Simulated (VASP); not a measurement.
Set up this calculation in VASP 6.6.1, as the native input.

| Quantity | Value |
| --- | --- |
| Task | single point |
| Functional | PBEsol |
| Potentials or basis | VASP PAW PBE potentials, release 64 (B, N) |
| Cutoff | 520 eV |
| k mesh | 15 × 15 × 15 |
| Occupations | fermi-dirac, width 0.1 eV |
| Spin | no spin polarisation |
| Dipole correction | no |
| Further INCAR settings | ALGO = Normal; EDIFF = 1e-07; NBANDS = 11 |

The structure of BN (rocksalt type) lies in POSCAR:

```
BN
1.0
    0.0000000000      1.7413883165      1.7413883165
    1.7413883165      0.0000000000      1.7413883165
    1.7413883165      1.7413883165      0.0000000000
B N
1 1
Direct
    0.0000000000      0.0000000000      0.0000000000
    0.5000000000      0.5000000000      0.5000000000
```

These files were run (other wordings do the same):

INCAR

```
SYSTEM = BN
PREC = Accurate
ENCUT = 520
EDIFF = 1E-7
ISMEAR = -1
SIGMA = 0.1
LREAL = .False.
LASPH = .True.
NELM = 60
ALGO = Normal
ISIF = 2
LWAVE = .False.
LCHARG = .False.
GGA = PS
NBANDS = 11
```

KPOINTS

```
Automatic mesh
0
Gamma
  15 15 15
  0 0 0
```

Potentials or basis: VASP PAW PBE potentials, release 64 (B, N).

Launch:

```sh
$ cat potpaw_PBE.64/B/POTCAR potpaw_PBE.64/N/POTCAR > POTCAR
$ mpirun -np 1 vasp_std > vasp.out
```

It gave:

| Property | Result |
| --- | --- |
| Pressure | 0.3 GPa |
| Band gap on the k mesh | 1.35 eV, indirect (least direct gap 5.93 eV) |

Caveat: the PAW data sets were made with another functional, which shifts forces and pressure a little.

It took 7 s on 1 thread of AMD EPYC 9R45 96-Core Processor (Zen 5), with other jobs on the host, peak memory 0.09 GiB.
